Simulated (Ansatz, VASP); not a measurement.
**Mn3Cu in VASP and in Ansatz**

```
Mn Cu
1.0
     0.00000    2.80769    2.80769
     2.80769    0.00000    2.80769
     2.80769    2.80769    0.00000
Mn Cu
3 1
Direct
  0.25000 0.25000 0.25000
  0.75000 0.75000 0.75000
  0.50000 0.50000 0.50000
  0.00000 0.00000 0.00000
```

Alike in both runs: functional PBE; k mesh 12 × 12 × 12; occupations gaussian, width 0.1 eV; no spin polarisation.

Ansatz relaxed the structure, and its values are those at the end. VASP's run is a single point on that final structure, the one shown.

|  | VASP | Ansatz |
| --- | --- | --- |
| version | VASP 6.6.1 | Ansatz 0.2.0 |
| potentials or method | VASP PAW PBE potentials, release 64 (Mn_pv, Cu), cutoff 520 eV | scalar-relativistic, plane waves, PAW |
| valence electrons in the cell | 50 | 64 |

VASP gave:

| Item | Value |
| --- | --- |
| gap on the k mesh at the Fermi level (eV) | none |
| pressure (GPa) | 0.1 |

Problem. Which values does Ansatz return?

Solution. gap on the k mesh at the Fermi level (eV): none; pressure (GPa): 0.0.

A gap of «none» marks a metal or a gap that the smearing closes. VASP's potentials hold 50 valence electrons a cell and Ansatz's 64, so a difference there can come from the potentials and not from the codes.
